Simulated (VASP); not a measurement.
Write the native input for VASP 6.6.1 that does the following.

```
Task                   : single point
Functional             : revPBE
Potentials or basis    : VASP PAW PBE potentials, release 64 (Ga_d)
Cutoff                 : 520 eV
k mesh                 : 15 × 15 × 9
Occupations            : fermi-dirac, width 0.1 eV
Spin                   : no spin polarisation
Dipole correction      : no
Further INCAR settings : ALGO = Normal; EDIFF = 1e-06; NBANDS = 20
```

The structure of Ga lies in POSCAR:

```
Ga
1.0
   -2.5844881800      2.3906602632      1.4293883502
    2.3906602632     -2.5844881800      1.4293883502
    3.0473027659      3.0473027659     -1.7843845347
Ga
2
Direct
    0.9892656099      0.0107343901      0.0000000000
    0.7607343901      0.2392656099      0.5000000000
```

The input as run:

INCAR

```
PREC     = Accurate       # precision mode
ENCUT    = 520            # plane-wave cutoff, eV
EDIFF    = 1E-6           # SCF threshold, eV
ISMEAR   = -1             # smearing method
SIGMA    = 0.1            # smearing width, eV
LREAL    = F              # projectors in reciprocal space
LASPH    = T              # aspherical terms in the spheres
NELM     = 100            # most SCF steps
ALGO     = Normal         # electronic algorithm
ISIF     = 2              # what is computed and relaxed
LWAVE    = F              # write WAVECAR
LCHARG   = F              # write CHGCAR
GGA      = RE             # functional
NBANDS   = 20             # bands
```

KPOINTS

```
regular mesh
0
Gamma
  15 15 9
```

Potentials or basis: VASP PAW PBE potentials, release 64 (Ga_d).

Run with:

```sh
$ cat potpaw_PBE.64/Ga_d/POTCAR > POTCAR
$ mpirun -np 1 vasp_std > vasp.out
```

Results of the run:

```json
{
 "Pressure": "-1.2 GPa",
 "Largest force": "0.005 eV/Å",
 "Band gap on the k mesh": "zero (bands 13 and 14 overlap by 7.31 eV)"
}
```

Caveat: the PAW data sets were made with another functional, which shifts forces and pressure a little.

Wall time 9.6 min on 1 thread of Intel Xeon 8259CL (shared host), peak memory 0.46 GiB.
